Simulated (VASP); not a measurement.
A run of VASP 6.6.1:

INCAR

```
SYSTEM = CsInH4
PREC = Accurate ; ENCUT = 600
EDIFF = 1E-6 ; ISMEAR = 0
SIGMA = 0.1 ; LREAL = .False.
LASPH = .True. ; NELM = 100
ALGO = Normal ; ISIF = 3
LWAVE = .False. ; LCHARG = .False.
GGA = PE ; IBRION = 2
NSW = 100 ; EDIFFG = -0.01
```

Contents of KPOINTS:

```
Automatic mesh
0
Gamma
  10 10 6
  0 0 0
```

File POSCAR:

```
CsInH4
1.0
    4.1774204376      0.0000000000      0.0000000000
    0.0000000000      4.1774204376      0.0000000000
    0.0000000000      0.0000000000      6.8300821913
Cs In H
1 1 4
Direct
    0.5000000000      0.5000000000      0.5000000000
    0.0000000000      0.0000000000      0.0000000000
    0.0000000000      0.0000000000      0.5592768395
    0.5000000000      0.5000000000      0.0564793323
    0.5000000000      0.5000000000      0.9435206677
    0.0000000000      0.0000000000      0.4407231605
```

Potentials or basis: VASP PAW PBE potentials, release 64 (Cs_sv, In_d, H).

The run is started by

```bash
$ cat potpaw_PBE.64/Cs_sv/POTCAR potpaw_PBE.64/In_d/POTCAR potpaw_PBE.64/H/POTCAR > POTCAR
$ mpirun -np 1 vasp_std > vasp.out
```

Hardware: 1 thread of Intel(R) Xeon(R) 6975P-C (Granite Rapids) (shared host).

How long does it take, and how much memory?

Run time: 7.1 min on 1 thread of Intel(R) Xeon(R) 6975P-C (Granite Rapids), with other jobs on the host, peak memory 0.44 GiB. Counts: scf iterations 82, k points 84, ion steps 11.
